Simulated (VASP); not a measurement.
# Cu (Im-3m) in VASP: a series of runs

Cu is run at these levels: PBE; tasks: single point.

Program: VASP 6.6.1. These are calculated values, not measurements. Logs are shortened: lines on timing, memory, paths and dates and some standing lists are left out, and cuts for length are marked.

## (1) The cell of the first run

It takes space group Im-3m (No. 229, cubic). The conventional cell has a = 2.290 Å, b = 2.290 Å, c = 2.290 Å, α = 90.00°, β = 90.00°, γ = 90.00°. Cu (site symmetry m-3m) has 14 Cu at 1.98 to 2.29 Å within 2.6 Å.

## (2) Single point, PBE (volume scaled by 0.5)

Contents of INCAR:

```
SYSTEM = Cu
ALGO = Normal
EDIFF = 1E-6
ENCUT = 520
GGA = PE
ISIF = 2
ISMEAR = -1
LASPH = .TRUE.
LCHARG = .FALSE.
LREAL = .FALSE.
LWAVE = .FALSE.
NBANDS = 12
NELM = 100
PREC = Accurate
SIGMA = 0.1
```

Contents of KPOINTS:

```
k-points
0
G
  18 18 18
  0 0 0
```

Contents of POSCAR:

```
Cu
1.0
   -1.1449853801      1.1449853801      1.1449853801
    1.1449853801     -1.1449853801      1.1449853801
    1.1449853801      1.1449853801     -1.1449853801
Cu
1
Direct
    0.0000000000      0.0000000000      0.0000000000
```

Potentials or basis: VASP PAW PBE potentials, release 64 (Cu).

Launch:

```bash
$ cat potpaw_PBE.64/Cu/POTCAR > POTCAR
$ mpirun -np 1 vasp_std > vasp.out
```

OUTCAR:

```text
SYSTEM = Cu
   EDIFF = 1E-6
   ENCUT = 520
   GGA = PE
   ISIF = 2
   ISMEAR = -1
   LASPH = .TRUE.
   LREAL = .FALSE.
   NELM = 100
   PREC = Accurate

 ion  position               nearest neighbor table
   1  0.000  0.000  0.000-

  LATTYP: Found a body centered cubic cell.
 ALAT       =     2.2899707602

  Lattice vectors:

 A1 = (  -1.1449853801,   1.1449853801,   1.1449853801)
 A2 = (   1.1449853801,  -1.1449853801,   1.1449853801)
 A3 = (   1.1449853801,   1.1449853801,  -1.1449853801)

Analysis of symmetry for initial positions (statically):
=====================================================================
 Subroutine PRICEL returns:
 Original cell was already a primitive cell.

 Routine SETGRP: Setting up the symmetry group for a
 body centered cubic supercell.

 Subroutine GETGRP returns: Found 48 space group operations
 (whereof 48 operations were pure point group operations)
 out of a pool of 48 trial point group operations.

The static configuration has the point symmetry O_h .

Analysis of symmetry for dynamics (positions and initial velocities):
=====================================================================
 Subroutine PRICEL returns:
 Original cell was already a primitive cell.

 Routine SETGRP: Setting up the symmetry group for a
 body centered cubic supercell.

 Subroutine GETGRP returns: Found 48 space group operations
 (whereof 48 operations were pure point group operations)
 out of a pool of 48 trial point group operations.

The dynamic configuration has the point symmetry O_h .

 Subroutine INISYM returns: Found 48 space group operations
 (whereof 48 operations are pure point group operations),
 and found     1 'primitive' translations

----------------------------------------------------------------------------------------

                                     Primitive cell

  volume of cell :       6.0043

  direct lattice vectors                    reciprocal lattice vectors
    -1.144985380  1.144985380  1.144985380     0.000000000  0.436686799  0.436686799
     1.144985380 -1.144985380  1.144985380     0.436686799  0.000000000  0.436686799
     1.144985380  1.144985380 -1.144985380     0.436686799  0.436686799  0.000000000

  length of vectors
     1.983172852  1.983172852  1.983172852     0.617568393  0.617568393  0.617568393

  position of ions in fractional coordinates (direct lattice)
     0.000000000  0.000000000  0.000000000

  ion indices of the primitive-cell ions
   primitive index   ion index
                 1           1

----------------------------------------------------------------------------------------

 KPOINTS: k-points

Automatic generation of k-mesh.
 Grid dimensions read from file:
 generate k-points for:   18   18   18

 Generating k-lattice:

  Cartesian coordinates                     Fractional coordinates (reciprocal lattice)
     0.000000000  0.024260378  0.024260378     0.055555556  0.000000000  0.000000000
     0.024260378  0.000000000  0.024260378     0.000000000  0.055555556  0.000000000
     0.024260378  0.024260378  0.000000000     0.000000000  0.000000000  0.055555556

  Length of vectors
     0.034309355  0.034309355  0.034309355

  Shift w.r.t. Gamma in fractional coordinates (k-lattice)
     0.000000000  0.000000000  0.000000000

 Subroutine IBZKPT returns following result:
 ===========================================

 Found    195 irreducible k-points:

 Following reciprocal coordinates:
            Coordinates               Weight
  0.000000  0.000000  0.000000      1.000000
  0.055556  0.000000  0.000000     12.000000
  0.111111  0.000000  0.000000     12.000000
  0.166667  0.000000  0.000000     12.000000
  0.222222  0.000000  0.000000     12.000000
  0.277778  0.000000  0.000000     12.000000
[... 16 lines left out ...]
  0.333333  0.111111  0.000000     48.000000
  0.388889  0.111111  0.000000     48.000000
 [... further k-points ...]
   k-points           NKPTS =    195   k-points in BZ     NKDIM =    195   number of bands    NBANDS=     12
   number of dos      NEDOS =    301   number of ions     NIONS =      1
   total plane-waves  NPLWV =   4096
   dimension x,y,z NGX =    16 NGY =   16 NGZ =   16
   dimension x,y,z NGXF=    32 NGYF=   32 NGZF=   32
   ions per type =               1
   NGX,Y,Z   is equivalent  to a cutoff of  13.41, 13.41, 13.41 a.u.
   NGXF,Y,Z  is equivalent  to a cutoff of  26.83, 26.83, 26.83 a.u.
 SYSTEM =  Cu
   PREC   = accura    normal or accurate (medium, high low for compatibility)
   ISTART =      0    job   : 0-new  1-cont  2-samecut
   ICHARG =      2    charge: 1-file 2-atom 10-const
   ISPIN  =      1    spin polarized calculation?
   LNONCOLLINEAR =      F non collinear calculations
   LSORBIT =      F    spin-orbit coupling
   LASPH  =      T    aspherical Exc in radial PAW
   ENCUT  =  520.0 eV  38.22 Ry    6.18 a.u.   3.69  3.69  3.69*2*pi/ulx,y,z
   NELM   =    100;   NELMIN=  2; NELMDL= -5     # of ELM steps
   EDIFF  = 0.1E-05   stopping-criterion for ELM
   LREAL  =      F    real-space projection
   EDIFFG = 0.1E-04   stopping-criterion for IOM
   NSW    =      0    number of steps for IOM
   IBRION =     -1    ionic relax: 0-MD 1-quasi-New 2-CG
   NFREE  =      0    steps in history (QN), initial steepest desc. (CG)
   ISIF   =      2    stress and relaxation
   ISYM   =      2    0-nonsym 1-usesym 2-fastsym
   POTIM  = 0.5000    time-step for ionic-motion
   TEBEG  =    0.0;   TEEND  =   0.0 temperature during run
   PSTRESS=    0.0 pullay stress
   NELECT =      11.0000    total number of electrons
   NUPDOWN=      -1.0000    fix difference up-down
   EMIN   =  10.00;   EMAX   =-10.00  energy-range for DOS
   EFERMI =   0.00;   METHOD = LEGACY
   ISMEAR =    -1;   SIGMA  =   0.10  broadening in eV -4-tet -1-fermi 0-gaus
   EFERMI_NEDOS =   21; number of points for ismear=-14 and -15
   IALGO  =     38    algorithm
   IMIX   =      4    mixing-type and parameters
     AMIX     =   0.40;   BMIX     =  1.00
     AMIX_MAG =   1.60;   BMIX_MAG =  1.00
  volume/ion in A,a.u.               =       6.00        40.52
  Fermi-wavevector in a.u.,A,eV,Ry     =   2.003176  3.785454 54.596293  4.012714
  Thomas-Fermi vector in A             =   3.017960
   LORBIT       =      0    0 simple, 1 ext, 2 COOP (PROOUT), +10 PAW based schemes
   GGA     = PE    functional components
   LHFCALC =     F    Hartree Fock is set to
   AEXX    =    0.0000 exact exchange contribution
   IVDW    =     0    specifies the selected vdW correction
   LEPSILON=     F    determine dielectric tensor
   LRPA    =     F    only Hartree local field effects (RPA)
 non-spin polarized calculation
  energy-cutoff  :      520.00
  volume of cell :        6.00
 maximum number of plane-waves:       177
   NGX =  7   NGY =  7   NGZ =  7

 number of electron      10.9999993 magnetization

 Free energy of the ion-electron system (eV)
  ---------------------------------------------------
  ext. energy  EPLUGINS =         0.00000000
  ---------------------------------------------------
  free energy    TOTEN  =         1.43805233 eV

  energy without entropy =        1.44303018  energy(sigma->0) =        1.44054125

 E-fermi :  20.4076     XC(G=0): -17.1963

 val. band max:       20.3327224113   @ k =   0.3333   0.1111   0.0556
 cond. band min:      20.4537034351   @ k =   0.5000   0.5000   0.1111
 fundamental gap:      0.1209810238
 Fermi energy:        20.4076491282

 k-point     1 :       0.0000    0.0000    0.0000
  band No.  band energies     occupation
      1       4.0651      2.00000
      2      13.3563      2.00000
      3      13.3563      2.00000
      4      13.3563      2.00000
      5      16.0363      2.00000
      6      16.0363      2.00000
      7      50.8066      0.00000
      8      50.8066      0.00000
      9      50.8066      0.00000
     10      60.9612      0.00000
     11      60.9612      0.00000
     12      66.4182      0.00000

 k-point     2 :       0.0556    0.0000    0.0000
  band No.  band energies     occupation
      1       4.2652      2.00000
      2      13.2888      2.00000
      3      13.3481      2.00000
      4      13.4787      2.00000
      5      15.9631      2.00000
      6      16.0413      2.00000
      7      50.0302      0.00000
      8      50.6780      0.00000
      9      50.8543      0.00000
     10      60.3977      0.00000
     11      61.6392      0.00000
     12      64.3141      0.00000

 k-point     3 :       0.1111    0.0000    0.0000
  band No.  band energies     occupation
      1       4.8493      2.00000
      2      13.0970      2.00000
      3      13.3069      2.00000
      4      13.8369      2.00000
      5      15.7900      2.00000
      6      16.0582      2.00000
      7      48.0517      0.00000
      8      50.1527      0.00000
      9      50.9824      0.00000
     10      59.6745      0.00000
     11      61.4431      0.00000
     12      62.0277      0.00000

 k-point     4 :       0.1667    0.0000    0.0000
  band No.  band energies     occupation
      1       5.7617      2.00000
      2      12.8101      2.00000
      3      13.2055      2.00000
      4      14.4045      2.00000
      5      15.6317      2.00000
      6      16.0910      2.00000
      7      45.3543      0.00000
      8      49.0562      0.00000
      9      51.1568      0.00000
     10      58.6014      0.00000
     11      59.8194      0.00000
     12      60.4912      0.00000

 k-point     5 :       0.2222    0.0000    0.0000
  band No.  band energies     occupation
      1       6.8794      2.00000
      2      12.4692      2.00000
      3      13.0968      2.00000
      4      15.1356      2.00000
      5      15.5891      2.00000
      6      16.1430      2.00000
      7      42.2441      0.00000
      8      47.5472      0.00000
      9      51.3404      0.00000
     10      55.9022      0.00000
     11      59.4539      0.00000
     12      60.9825      0.00000

 k-point     6 :       0.2778    0.0000    0.0000
  band No.  band energies     occupation
      1       7.9519      2.00000
      2      12.1187      2.00000
      3      13.2275      2.00000
      4      15.6715      2.00000
      5      15.9626      2.00000
      6      16.2132      2.00000
      7      38.9594      0.00000
      8      45.9553      0.00000
      9      51.5058      0.00000
     10      53.4415      0.00000
     11      58.9334      0.00000
     12      62.9438      0.00000

 k-point     7 :       0.3333    0.0000    0.0000
  band No.  band energies     occupation
      1       8.6275      2.00000
      2      11.8000      2.00000
      3      13.9536      2.00000
      4      15.8274      2.00000
      5      16.2938      2.00000
      6      16.7946      2.00000
      7      35.7206      0.00000
      8      44.5283      0.00000
      9      51.3267      0.00000
     10      51.6384      0.00000
     11      58.8073      0.00000
     12      65.4950      0.00000

 k-point     8 :       0.3889    0.0000    0.0000
  band No.  band energies     occupation
      1       8.8311      2.00000
      2      11.5472      2.00000
      3      15.2310      2.00000
      4      16.0328      2.00000
      5      16.3705      2.00000
      6      17.5202      2.00000
      7      32.7794      0.00000
      8      43.4181      0.00000
      9      49.6793      0.00000
     10      51.7329      0.00000
     11      58.9334      0.00000
     12      66.3297      0.00000
[... 166 lines left out ...]
 k-point    20 :       0.1667    0.1111    0.0000
  band No.  band energies     occupation
      1       7.3709      2.00000
      2      12.4850      2.00000
      3      12.6972      2.00000
      4      15.4062      2.00000
      5      15.6516      2.00000
      6      16.3231      2.00000
      7      42.2475      0.00000
      8      45.0002      0.00000
      9      52.3388      0.00000
     10      53.4290      0.00000
     11      59.9175      0.00000
     12      63.2745      0.00000

 k-point    21 :       0.2222    0.1111   -0.0000
  band No.  band energies     occupation
      1       8.4288      2.00000
      2      12.1314      2.00000
      3      12.6940      2.00000
      4      15.4768      2.00000
      5      16.3314      2.00000
      6      16.7180      2.00000
      7      39.1495      0.00000
      8      43.4980      0.00000
      9      50.7508      0.00000
     10      53.1617      0.00000
     11      60.7008      0.00000
     12      63.1935      0.00000

 k-point    22 :       0.2778    0.1111   -0.0000
  band No.  band energies     occupation
      1       9.0980      2.00000
      2      11.8268      2.00000
      3      13.1290      2.00000
      4      15.6505      2.00000
      5      16.4928      2.00000
      6      17.7515      2.00000
      7      35.9452      0.00000
      8      42.2649      0.00000
      9      48.9833      0.00000
     10      53.3330      0.00000
     11      61.2741      0.00000
     12      63.6215      0.00000

 k-point    23 :       0.3333    0.1111    0.0000
  band No.  band energies     occupation
      1       9.2747      2.00000
      2      11.5987      2.00000
      3      13.9332      2.00000
      4      15.8475      2.00000
      5      16.6652      2.00000
      6      18.9072      2.00000
      7      32.9616      0.00000
      8      41.3190      0.00000
      9      47.6069      0.00000
     10      53.4599      0.00000
     11      61.6746      0.00000
     12      64.0158      0.00000

 k-point    24 :       0.3889    0.1111    0.0000
  band No.  band energies     occupation
      1       9.2396      2.00000
      2      11.4567      2.00000
      3      14.6029      2.00000
      4      15.9584      2.00000
      5      16.9079      2.00000
      6      20.0231      1.95813
      7      30.6117      0.00000
      8      40.7176      0.00000
      9      46.7289      0.00000
     10      53.5334      0.00000
     11      62.1466      0.00000
     12      63.8389      0.00000

 [... further k-points ...]
[... 5 lines left out ...]
  --------------------------------------------------------------------------------------
  -------------------------------------------------------------------------------------
  Total       20.1262301     20.1262301     20.1262301     -0.0000000      0.0000000     -0.0000000
  in kB     5370.4811899   5370.4811899   5370.4811899     -0.0000000      0.0000000     -0.0000000
  external PRESSURE =    5370.4811899 kB  Pullay stress =       0.0000000 kB

 VOLUME and BASIS-vectors are now :
 -----------------------------------------------------------------------------
  energy-cutoff  :      520.00
  volume of cell :        6.00
      direct lattice vectors                 reciprocal lattice vectors
    -1.144985380  1.144985380  1.144985380     0.000000000  0.436686799  0.436686799
     1.144985380 -1.144985380  1.144985380     0.436686799  0.000000000  0.436686799
     1.144985380  1.144985380 -1.144985380     0.436686799  0.436686799  0.000000000

 POSITION                                       TOTAL-FORCE (eV/Angst)
 -----------------------------------------------------------------------------------
      0.00000      0.00000      0.00000        -0.000000     -0.000000      0.000000
 -----------------------------------------------------------------------------------
    total drift:                                0.000000      0.000000     -0.000000

  FREE ENERGIE OF THE ION-ELECTRON SYSTEM (eV)
  ---------------------------------------------------
  free  energy   TOTEN  =         1.4380523253 eV

  energy  without entropy=        1.4430301753  energy(sigma->0) =        1.44054125
```

Wall time 7 s (1 thread of Intel Xeon 6975P-C, shared host); peak memory 0.12 GiB.

Results:

| Quantity | Value |
| --- | --- |
| Free energy | 1.4381 eV |
| Pressure | 537.0 GPa |

Levels at points of the mesh, in eV from the Fermi level:
```
           k point  band 3  band 4  band 5  band 6  band 7  band 8
(0.00, 0.00, 0.00)   -7.05   -7.05   -4.37   -4.37   30.40   30.40
(0.50, 0.00, 0.00)   -4.36   -3.96   -3.04   -2.21    9.23   22.07
(0.50, 0.50, 0.50)   -2.70   -2.70   -2.70   11.64   11.64   11.64
```

## (3) Single point, PBE (volume scaled by 0.5)

Contents of INCAR:

```
ALGO = Normal ; EDIFF = 1E-7
ENCUT = 520 ; GGA = PE
ISIF = 2 ; ISMEAR = -1
LASPH = T ; LCHARG = T
LELF = T ; LREAL = F
LVHAR = T ; LWAVE = F
NBANDS = 12 ; NELM = 80
PREC = Accurate ; SIGMA = 0.1
```

Contents of KPOINTS:

```
k-points
0
Gamma
  18 18 18
```

POSCAR is that of step 2.

Potentials or basis: VASP PAW PBE potentials, release 64 (Cu).

Launch:

```bash
$ cat potpaw_PBE.64/Cu/POTCAR > POTCAR
$ mpirun -np 1 vasp_std > vasp.out
```

Wall time 7.6 s (1 thread of Intel Xeon 6975P-C, shared host); peak memory 0.12 GiB.

Results (log left out):

* Free energy: 1.4381 eV
* Pressure: 537.6 GPa

Levels at points of the mesh, in eV from the Fermi level:
| k point | band 2 | band 3 | band 4 | band 5 | band 6 | band 7 | band 8 | band 9 |
| --- | --- | --- | --- | --- | --- | --- | --- | --- |
| (0.00, 0.00, 0.00) | -7.05 | -7.05 | -7.05 | -4.37 | -4.37 | 30.40 | 30.40 | 30.40 |
| (0.50, 0.00, 0.00) | -9.08 | -4.36 | -3.96 | -3.04 | -2.21 | 9.23 | 22.07 | 27.85 |
| (0.50, 0.50, 0.50) | -11.57 | -2.70 | -2.70 | -2.70 | 11.64 | 11.64 | 11.64 | 19.85 |

(Part 1 of 2 ends here.)
